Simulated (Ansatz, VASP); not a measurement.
## BaS: VASP beside Ansatz

The input POSCAR:

```
BaS
1.0
    4.3515076196      0.0000000000      0.0000000000
   -2.1757538098      3.7685161433      0.0000000000
    0.0000000000      0.0000000000      7.6304476727
Ba S
2 2
Direct
    0.0000000000      0.0000000000      0.0000000000
    0.0000000000      0.0000000000      0.5000000000
    0.3333333333      0.6666666667      0.2500000000
    0.6666666667      0.3333333333      0.7500000000
```

Contents of INCAR.step1:

```
  PREC = Accurate
  ENCUT = 520
  ISMEAR = 0
  SIGMA = 0.01
  LREAL = False
  LASPH = True
  NELM = 60
  NBANDS = 24
  GGA = PE
  ALGO = Normal
  EDIFF = 1E-4
  LWAVE = True
  LCHARG = False
```

The input INCAR.step2:

```
  PREC = Accurate
  ENCUT = 520
  EDIFF = 1E-6
  ISMEAR = 0
  SIGMA = 0.01
  LREAL = False
  LASPH = True
  NELM = 60
  ALGO = Normal
  ISIF = 2
  LWAVE = False
  LCHARG = False
  METAGGA = R2SCAN
  LMIXTAU = True
  NBANDS = 24
  ISTART = 1
```

The input KPOINTS:

```
Automatic mesh
0
Gamma
  6 6 4
```

Input for Ansatz:

```yaml
crystal:
  lattice:
    - [4.3515076196, 0.0, 0.0]
    - [-2.1757538098, 3.7685161433, 0.0]
    - [0.0, 0.0, 7.6304476727]
  atoms:
    - { symbol: Ba, position: [0.0, 0.0, 0.0] }
    - { symbol: Ba, position: [0.0, 0.0, 0.5] }
    - { symbol: S, position: [0.3333333333, 0.6666666667, 0.25] }
    - { symbol: S, position: [0.6666666667, 0.3333333333, 0.75] }
kpoints:
  mp_grid: { grid: [6, 6, 4] }
hamiltonian:
  xc: r2scan
scf:
  occupations: { method: fixed }
  n_extra_bands: 5
output:
  forces: true
  stress: true
  eigenvalues: true
```

Alike in both runs: task single point; functional r2SCAN; k mesh 6 × 6 × 4; no spin polarisation.

```csv
,VASP,Ansatz
version,VASP 6.6.1,Ansatz 0.2.0
potentials or method,"VASP PAW PBE potentials, release 64 (Ba_sv, S)","plane waves, PAW"
plane-wave cutoff (eV),520,500
occupations,"gaussian, width 0.01 eV",fixed
valence electrons in the cell,32,32
```

VASP gave:

| Property | Result |
| --- | --- |
| gap on the k mesh at the Fermi level (eV) | 2.64 |
| pressure (GPa) | 3.8 |
| traceless stress, the component that is largest in VASP (GPa) | 0.35 |

Question: What did Ansatz give for the same quantities?

Answer: gap on the k mesh at the Fermi level (eV): 2.72; pressure (GPa): 3.0; traceless stress, the component that is largest in VASP (GPa): 0.21.

VASP's potentials were made for PBE, not for r2SCAN.

Neither program's run includes spin-orbit coupling.
